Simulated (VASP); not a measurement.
Here is a VASP 6.6.1 calculation.

File POSCAR:

```
AlN
1.0
    0.0000000000      2.1693354430      2.1693354430
    2.1693354430      0.0000000000      2.1693354430
    2.1693354430      2.1693354430      0.0000000000
Al N
1 1
Direct
    0.0000000000      0.0000000000      0.0000000000
    0.2500000000      0.2500000000      0.2500000000
```

File INCAR.step1:

```
PREC = Accurate
ENCUT = 520
EDIFF = 1E-5
ISMEAR = -1
SIGMA = 0.05
LREAL = False
LASPH = True
NELM = 100
ALGO = Normal
ISIF = 2
LWAVE = True
LCHARG = False
GGA = PE
NBANDS = 11
```

File INCAR.step2:

```
PREC = Accurate
ENCUT = 520
EDIFF = 1E-6
ISMEAR = -1
SIGMA = 0.05
LREAL = False
LASPH = True
NELM = 100
ALGO = Normal
ISIF = 2
LWAVE = False
LCHARG = False
GGA = PE
LHFCALC = True
AEXX = 1.0
ALDAC = 0.0
AGGAC = 0.0
PRECFOCK = Normal
ISTART = 1
NBANDS = 11
```

The input KPOINTS:

```
regular mesh
0
Gamma
  5 5 5
```

Potentials or basis: VASP PAW PBE potentials, release 64 (Al, N).

The run is started by

```console
$ cat potpaw_PBE.64/Al/POTCAR potpaw_PBE.64/N/POTCAR > POTCAR
$ cp INCAR.step1 INCAR
$ mpirun -np 1 vasp_std > vasp.out
$ cp INCAR.step2 INCAR
$ mpirun -np 1 vasp_std > vasp.out
```

(1) Predict the band gap on the k mesh.

(2) Estimate the pressure.

## Answers

(1) 12.67 eV, direct.

(2) 3.0 GPa.

Caveat: the k points lie up to 0.50 Å⁻¹ apart; the PAW data sets were made with another functional, which shifts forces and pressure a little.
